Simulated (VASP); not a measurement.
The system is SiO2.

```xyz
6
Lattice="4.3526 0.0000 0.0000 0.0000 4.3526 0.0000 0.0000 0.0000 2.7756" Properties=species:S:1:pos:R:3 pbc="T T T"
Si    0.0000    0.0000    0.0000
Si    2.1763    2.1763    1.3878
O     1.3533    1.3533    0.0000
O     0.8230    3.5296    1.3878
O     3.5296    0.8230    1.3878
O     2.9993    2.9993    0.0000
```

This cell differs from its parent crystal: strain +4.0%.

Program: VASP 6.6.1. Alike in all runs: task single point; potentials or basis VASP PAW PBE potentials, release 64 (Si, O); no spin polarisation; cell as given; cutoff (eV) 520.

Problem. Order these runs on this cell by their band gap on the k mesh, lowest first.
A. level HSE06; k mesh 4 × 4 × 6; smearing gaussian 0.01 eV; grid for exact exchange (PRECFOCK) Fast; share of exact exchange 0.25; screening parameter 0.2079 1/Å
B. level r2SCAN; k mesh 6 × 6 × 10; smearing gaussian 0.01 eV
C. level PBE; k mesh 6 × 6 × 10; smearing fermi-dirac 0.02 eV

Solution. C (3.75 eV), B (4.62 eV), A (5.71 eV).

Caveats: the cell stands under tension.

A k mesh can miss the band edges.
